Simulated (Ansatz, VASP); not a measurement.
Two plane-wave programs on Cs2Ga

```xyz
6
Lattice="0.0000 0.0000 4.1453 6.6459 0.0000 0.0000 0.0000 11.5110 0.0000" Properties=species:S:1:pos:R:3 pbc="T T T"
Cs    6.6459    3.8370    2.0727
Cs    3.3230    9.5925    2.0727
Cs    3.3230    1.9185    2.0727
Cs    6.6459    7.6740    2.0727
Ga    6.6459    0.0000    0.0000
Ga    3.3230    5.7555    0.0000
```

Alike in both runs: task single point; functional PBE; k mesh 6 × 4 × 2; occupations gaussian, width 0.1 eV; no spin polarisation.

|  | VASP | Ansatz |
| --- | --- | --- |
| version | VASP 6.6.1 | Ansatz 0.2.0 |
| potentials or method | VASP PAW PBE potentials, release 64 (Cs_sv, Ga_d), cutoff 500 eV | scalar-relativistic, plane waves, PAW |
| valence electrons in the cell | 62 | 62 |

```tsv
	VASP	Ansatz	Ansatz less VASP
gap on the k mesh at the Fermi level (eV)	none	none	-
pressure (GPa)	0.1	0.1	-0.01
traceless stress, the component that is largest in VASP (GPa)	0.19	0.19	+0.001
```

A gap of «none» marks a metal or a gap that the smearing closes. With one functional, cell and mesh, what is left measures potentials, basis and numerics.

Neither program's run includes spin-orbit coupling.
